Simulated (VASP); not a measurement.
# Lu (Im-3m) in VASP: notebook

The runs below take Lu through single point, with PBE.

All numbers are computed with VASP 6.6.1; they aren't measurements. Logs are shortened: lines on timing, memory, paths and dates and some standing lists are left out, and cuts for length are marked.

### 1 The cell of the first run

Symmetry: Im-3m, No. 229, cubic system. The conventional cell has a = 3.379 Å, b = 3.379 Å, c = 3.379 Å, α = 90.00°, β = 90.00°, γ = 90.00°. Lu (site symmetry m-3m) has 14 Lu at 2.93 to 3.38 Å within 3.9 Å.

This isn't the form of Lu at room conditions, which is hcp.

### 2 Single point, PBE (19.29 Å³/atom)

Contents of INCAR:

```
SYSTEM = Lu
PREC = Accurate ; ENCUT = 520
EDIFF = 1E-6 ; ISMEAR = -1
SIGMA = 0.1 ; LREAL = .False.
LASPH = .True. ; NELM = 100
ALGO = Normal ; ISIF = 2
LWAVE = .False. ; LCHARG = .False.
GGA = PE ; NBANDS = 18
```

Contents of KPOINTS:

```
regular mesh
0
Gamma
  14 14 14
  0 0 0
```

Contents of POSCAR:

```
Lu
1.0
   -1.6894119569      1.6894119569      1.6894119569
    1.6894119569     -1.6894119569      1.6894119569
    1.6894119569      1.6894119569     -1.6894119569
Lu
1
Direct
    0.0000000000      0.0000000000      0.0000000000
```

Potentials or basis: VASP PAW PBE potentials, release 64 (Lu).

The run is started by

```
> cat potpaw_PBE.64/Lu/POTCAR > POTCAR
> mpirun -np 1 vasp_std > vasp.out
```

OUTCAR:

```text
SYSTEM = Lu
   PREC = Accurate
   ENCUT = 520
   EDIFF = 1E-6
   ISMEAR = -1
   LREAL = .False.
   LASPH = .True.
   NELM = 100
   ISIF = 2
   GGA = PE

 ion  position               nearest neighbor table
   1  0.000  0.000  0.000-

  LATTYP: Found a body centered cubic cell.
 ALAT       =     3.3788239138

  Lattice vectors:

 A1 = (  -1.6894119569,   1.6894119569,   1.6894119569)
 A2 = (   1.6894119569,  -1.6894119569,   1.6894119569)
 A3 = (   1.6894119569,   1.6894119569,  -1.6894119569)

Analysis of symmetry for initial positions (statically):
=====================================================================
 Subroutine PRICEL returns:
 Original cell was already a primitive cell.

 Routine SETGRP: Setting up the symmetry group for a
 body centered cubic supercell.

 Subroutine GETGRP returns: Found 48 space group operations
 (whereof 48 operations were pure point group operations)
 out of a pool of 48 trial point group operations.

The static configuration has the point symmetry O_h .

Analysis of symmetry for dynamics (positions and initial velocities):
=====================================================================
 Subroutine PRICEL returns:
 Original cell was already a primitive cell.

 Routine SETGRP: Setting up the symmetry group for a
 body centered cubic supercell.

 Subroutine GETGRP returns: Found 48 space group operations
 (whereof 48 operations were pure point group operations)
 out of a pool of 48 trial point group operations.

The dynamic configuration has the point symmetry O_h .

 Subroutine INISYM returns: Found 48 space group operations
 (whereof 48 operations are pure point group operations),
 and found     1 'primitive' translations

----------------------------------------------------------------------------------------

                                     Primitive cell

  volume of cell :      19.2871

  direct lattice vectors                    reciprocal lattice vectors
    -1.689411957  1.689411957  1.689411957     0.000000000  0.295960969  0.295960969
     1.689411957 -1.689411957  1.689411957     0.295960969  0.000000000  0.295960969
     1.689411957  1.689411957 -1.689411957     0.295960969  0.295960969  0.000000000

  length of vectors
     2.926147344  2.926147344  2.926147344     0.418552016  0.418552016  0.418552016

  position of ions in fractional coordinates (direct lattice)
     0.000000000  0.000000000  0.000000000

  ion indices of the primitive-cell ions
   primitive index   ion index
                 1           1

----------------------------------------------------------------------------------------

 KPOINTS: regular mesh

Automatic generation of k-mesh.
 Grid dimensions read from file:
 generate k-points for:   14   14   14

 Generating k-lattice:

  Cartesian coordinates                     Fractional coordinates (reciprocal lattice)
     0.000000000  0.021140069  0.021140069     0.071428571  0.000000000  0.000000000
     0.021140069  0.000000000  0.021140069     0.000000000  0.071428571  0.000000000
     0.021140069  0.021140069  0.000000000     0.000000000  0.000000000  0.071428571

  Length of vectors
     0.029896573  0.029896573  0.029896573

  Shift w.r.t. Gamma in fractional coordinates (k-lattice)
     0.000000000  0.000000000  0.000000000

 Subroutine IBZKPT returns following result:
 ===========================================

 Found    104 irreducible k-points:

 Following reciprocal coordinates:
            Coordinates               Weight
  0.000000  0.000000  0.000000      1.000000
  0.071429  0.000000  0.000000     12.000000
  0.142857  0.000000  0.000000     12.000000
  0.214286  0.000000  0.000000     12.000000
  0.285714  0.000000  0.000000     12.000000
  0.357143  0.000000  0.000000     12.000000
[... 16 lines left out ...]
  0.285714  0.285714  0.000000     24.000000
  0.357143  0.285714 -0.000000     24.000000
 [... further k-points ...]
   k-points           NKPTS =    104   k-points in BZ     NKDIM =    104   number of bands    NBANDS=     18
   number of dos      NEDOS =    301   number of ions     NIONS =      1
   total plane-waves  NPLWV =  13824
   dimension x,y,z NGX =    24 NGY =   24 NGZ =   24
   dimension x,y,z NGXF=    48 NGYF=   48 NGZF=   48
   ions per type =               1
   NGX,Y,Z   is equivalent  to a cutoff of  13.64, 13.64, 13.64 a.u.
   NGXF,Y,Z  is equivalent  to a cutoff of  27.27, 27.27, 27.27 a.u.
 SYSTEM =  Lu
   PREC   = accura    normal or accurate (medium, high low for compatibility)
   ISTART =      0    job   : 0-new  1-cont  2-samecut
   ICHARG =      2    charge: 1-file 2-atom 10-const
   ISPIN  =      1    spin polarized calculation?
   LNONCOLLINEAR =      F non collinear calculations
   LSORBIT =      F    spin-orbit coupling
   LASPH  =      T    aspherical Exc in radial PAW
   ENCUT  =  520.0 eV  38.22 Ry    6.18 a.u.   5.44  5.44  5.44*2*pi/ulx,y,z
   NELM   =    100;   NELMIN=  2; NELMDL= -5     # of ELM steps
   EDIFF  = 0.1E-05   stopping-criterion for ELM
   LREAL  =      F    real-space projection
   EDIFFG = 0.1E-04   stopping-criterion for IOM
   NSW    =      0    number of steps for IOM
   IBRION =     -1    ionic relax: 0-MD 1-quasi-New 2-CG
   NFREE  =      0    steps in history (QN), initial steepest desc. (CG)
   ISIF   =      2    stress and relaxation
   ISYM   =      2    0-nonsym 1-usesym 2-fastsym
   POTIM  = 0.5000    time-step for ionic-motion
   TEBEG  =    0.0;   TEEND  =   0.0 temperature during run
   PSTRESS=    0.0 pullay stress
   NELECT =      25.0000    total number of electrons
   NUPDOWN=      -1.0000    fix difference up-down
   EMIN   =  10.00;   EMAX   =-10.00  energy-range for DOS
   EFERMI =   0.00;   METHOD = LEGACY
   ISMEAR =    -1;   SIGMA  =   0.10  broadening in eV -4-tet -1-fermi 0-gaus
   EFERMI_NEDOS =   21; number of points for ismear=-14 and -15
   IALGO  =     38    algorithm
   IMIX   =      4    mixing-type and parameters
     AMIX     =   0.40;   BMIX     =  1.00
     AMIX_MAG =   1.60;   BMIX_MAG =  1.00
  volume/ion in A,a.u.               =      19.29       130.16
  Fermi-wavevector in a.u.,A,eV,Ry     =   1.784977  3.373117 43.350102  3.186143
  Thomas-Fermi vector in A             =   2.848854
   LORBIT       =      0    0 simple, 1 ext, 2 COOP (PROOUT), +10 PAW based schemes
   GGA     = PE    functional components
[... 5 lines left out ...]
 non-spin polarized calculation
  energy-cutoff  :      520.00
  volume of cell :       19.29
 maximum number of plane-waves:       539
 NGX is ok and might be reduce to    24
   NGX = 11   NGY = 11   NGZ = 11

 number of electron      25.0000009 magnetization

 Free energy of the ion-electron system (eV)
  ---------------------------------------------------
  ext. energy  EPLUGINS =         0.00000000
  ---------------------------------------------------
  free energy    TOTEN  =        -3.52104241 eV

  energy without entropy =       -3.46601564  energy(sigma->0) =       -3.49352903

 E-fermi :   4.1438     XC(G=0): -12.8479

 val. band max:        4.1195352986   @ k =   0.3571   0.2857  -0.0000
 cond. band min:       4.1461242324   @ k =   0.2143   0.2143   0.0000
 fundamental gap:      0.0265889338
 Fermi energy:         4.1437891048

 k-point     1 :       0.0000    0.0000    0.0000
  band No.  band energies     occupation
      1     -51.5957      2.00000
      2     -21.4613      2.00000
      3     -21.4613      2.00000
      4     -21.4613      2.00000
      5      -2.8692      2.00000
      6      -0.6201      2.00000
[... 10 lines left out ...]
     17      10.0040      0.00000
     18      18.2923      0.00000

 k-point     2 :       0.0714    0.0000    0.0000
  band No.  band energies     occupation
      1     -51.5863      2.00000
      2     -21.5627      2.00000
      3     -21.4898      2.00000
      4     -21.4626      2.00000
      5      -2.6214      2.00000
      6      -0.6167      2.00000
[... 10 lines left out ...]
     17       9.9965      0.00000
     18      18.5524      0.00000

 k-point     3 :       0.1429    0.0000    0.0000
  band No.  band energies     occupation
      1     -51.5597      2.00000
      2     -21.8375      2.00000
      3     -21.5687      2.00000
      4     -21.4659      2.00000
      5      -1.9316      2.00000
      6      -0.6080      2.00000
[... 10 lines left out ...]
     17      10.0082      0.00000
     18      19.1830      0.00000

 k-point     4 :       0.2143    0.0000    0.0000
  band No.  band energies     occupation
      1     -51.5211      2.00000
      2     -22.2140      2.00000
      3     -21.6808      2.00000
      4     -21.4710      2.00000
      5      -0.9739      2.00000
      6      -0.5984      2.00000
[... 10 lines left out ...]
     17      10.1091      0.00000
     18      19.5240      0.00000

 k-point     5 :       0.2857    0.0000    0.0000
  band No.  band energies     occupation
      1     -51.4779      2.00000
      2     -22.6074      2.00000
      3     -21.8025      2.00000
      4     -21.4767      2.00000
      5      -0.5930      2.00000
      6      -0.5555      2.00000
[... 10 lines left out ...]
     17      10.4410      0.00000
     18      18.6654      0.00000

 k-point     6 :       0.3571    0.0000    0.0000
  band No.  band energies     occupation
      1     -51.4388      2.00000
      2     -22.9429      2.00000
      3     -21.9097      2.00000
      4     -21.4820      2.00000
      5      -0.5935      2.00000
      6      -0.5263      2.00000
[... 10 lines left out ...]
     17      12.2452      0.00000
     18      17.2509      0.00000

 k-point     7 :       0.4286    0.0000    0.0000
  band No.  band energies     occupation
      1     -51.4116      2.00000
      2     -23.1659      2.00000
      3     -21.9827      2.00000
      4     -21.4858      2.00000
      5      -0.5966      2.00000
      6      -0.5326      2.00000
[... 10 lines left out ...]
     17      14.0312      0.00000
     18      16.0632      0.00000

 k-point     8 :       0.5000    0.0000    0.0000
  band No.  band energies     occupation
      1     -51.4018      2.00000
      2     -23.2439      2.00000
      3     -22.0085      2.00000
      4     -21.4871      2.00000
      5      -0.5983      2.00000
      6      -0.5373      2.00000
[... 10 lines left out ...]
     17      14.9482      0.00000
     18      15.5759      0.00000
[... 229 lines left out ...]
     17      15.5340      0.00000
     18      16.6736      0.00000

 k-point    20 :       0.2143    0.2143    0.0000
  band No.  band energies     occupation
      1     -51.4286      2.00000
      2     -22.8404      2.00000
      3     -22.0239      2.00000
      4     -21.6230      2.00000
      5      -0.5641      2.00000
      6      -0.5459      2.00000
[... 10 lines left out ...]
     17      12.9084      0.00000
     18      18.0563      0.00000

 k-point    21 :       0.2857    0.2143    0.0000
  band No.  band energies     occupation
      1     -51.4019      2.00000
      2     -22.9513      2.00000
      3     -22.2012      2.00000
      4     -21.6477      2.00000
      5      -0.5586      2.00000
      6      -0.5527      2.00000
[... 10 lines left out ...]
     17      14.5662      0.00000
     18      17.1762      0.00000

 k-point    22 :       0.3571    0.2143   -0.0000
  band No.  band energies     occupation
      1     -51.3871      2.00000
      2     -22.9987      2.00000
      3     -22.3152      2.00000
      4     -21.6584      2.00000
      5      -0.5613      2.00000
      6      -0.5529      2.00000
[... 10 lines left out ...]
     17      15.6113      0.00000
     18      16.3063      0.00000

 k-point    23 :       0.2857    0.2857    0.0000
  band No.  band energies     occupation
      1     -51.3849      2.00000
      2     -22.9020      2.00000
      3     -22.4289      2.00000
      4     -21.6776      2.00000
      5      -0.5615      2.00000
      6      -0.5399      2.00000
[... 10 lines left out ...]
     17      15.2986      0.00000
     18      16.5484      0.00000

 k-point    24 :       0.3571    0.2857   -0.0000
  band No.  band energies     occupation
      1     -51.3788      2.00000
      2     -22.8348      2.00000
      3     -22.5617      2.00000
      4     -21.6865      2.00000
      5      -0.5628      2.00000
      6      -0.5361      2.00000
[... 10 lines left out ...]
     17      14.5753      0.00000
     18      17.4798      0.00000

 [... further k-points ...]

------------------------ aborting loop because EDIFF is reached ----------------------------------------

  FORCE on cell =-STRESS in cart. coord.  units (eV):
  Direction    XX          YY          ZZ          XY          YZ          ZX
  --------------------------------------------------------------------------------------
  -------------------------------------------------------------------------------------
  Total        4.4838749      4.4838749      4.4838749      0.0000000      0.0000000      0.0000000
  in kB      372.4752244    372.4752244    372.4752244      0.0000000      0.0000000      0.0000000
  external PRESSURE =     372.4752244 kB  Pullay stress =       0.0000000 kB

 VOLUME and BASIS-vectors are now :
 -----------------------------------------------------------------------------
  energy-cutoff  :      520.00
  volume of cell :       19.29
      direct lattice vectors                 reciprocal lattice vectors
    -1.689411957  1.689411957  1.689411957     0.000000000  0.295960969  0.295960969
     1.689411957 -1.689411957  1.689411957     0.295960969  0.000000000  0.295960969
     1.689411957  1.689411957 -1.689411957     0.295960969  0.295960969  0.000000000

 POSITION                                       TOTAL-FORCE (eV/Angst)
 -----------------------------------------------------------------------------------
      0.00000      0.00000      0.00000        -0.000000      0.000000      0.000000
 -----------------------------------------------------------------------------------
    total drift:                                0.000000      0.000000      0.000000

  FREE ENERGIE OF THE ION-ELECTRON SYSTEM (eV)
  ---------------------------------------------------
  free  energy   TOTEN  =        -3.5210424137 eV

  energy  without entropy=       -3.4660156396  energy(sigma->0) =       -3.49352903
```

Run time: 42 s. Hardware: 1 thread of AMD EPYC 7R43 (Zen 3), shared host; peak memory 0.14 GiB.

What came out:

```
Free energy            : -3.5210 eV
Pressure               : 37.2 GPa
Band gap on the k mesh : zero (an odd number of electrons rules out a gap without spin polarisation)
```

Caveat: the cell stands under pressure; spin-orbit coupling is left out, which moves the levels of the heavy elements.

(Part 1 of 3 ends here.)

The gap in the log of VASP goes by the Fermi energy; the results here count the filled bands.